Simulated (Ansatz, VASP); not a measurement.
**Hf3Ti: VASP beside Ansatz**

```
Hf Ti
1.0
     4.39868    0.00000    0.00000
     0.00000    4.39868    0.00000
     0.00000    0.00000    4.39868
Hf Ti
3 1
Direct
  0.00000 0.50000 0.50000
  0.50000 0.00000 0.50000
  0.50000 0.50000 0.00000
  0.00000 0.00000 0.00000
```

Alike in both runs: functional PBE; k mesh 10 × 10 × 10; occupations gaussian, width 0.1 eV; no spin polarisation.

Ansatz relaxed the structure, and its values are those at the end. VASP's run is a single point on that final structure, the one shown.

```csv
,VASP,Ansatz
version,VASP 6.6.1,Ansatz 0.2.0
potentials or method,"VASP PAW PBE potentials, release 64 (Hf_pv, Ti_sv), cutoff 520 eV","scalar-relativistic, plane waves, PAW"
valence electrons in the cell,42,90
```

VASP gave:

```
gap on the k mesh at the Fermi level (eV) : none
pressure (GPa)                            : -0.4
```

Question: Which values does Ansatz return?

Answer: gap on the k mesh at the Fermi level (eV): none; pressure (GPa): 0.0.

A gap of «none» marks a metal or a gap that the smearing closes. VASP's potentials hold 42 valence electrons a cell and Ansatz's 90, so a difference there can come from the potentials and not from the codes. Ansatz's warnings: eigensolver not converged, forces off the residual converged image.

Spin-orbit coupling is off throughout.
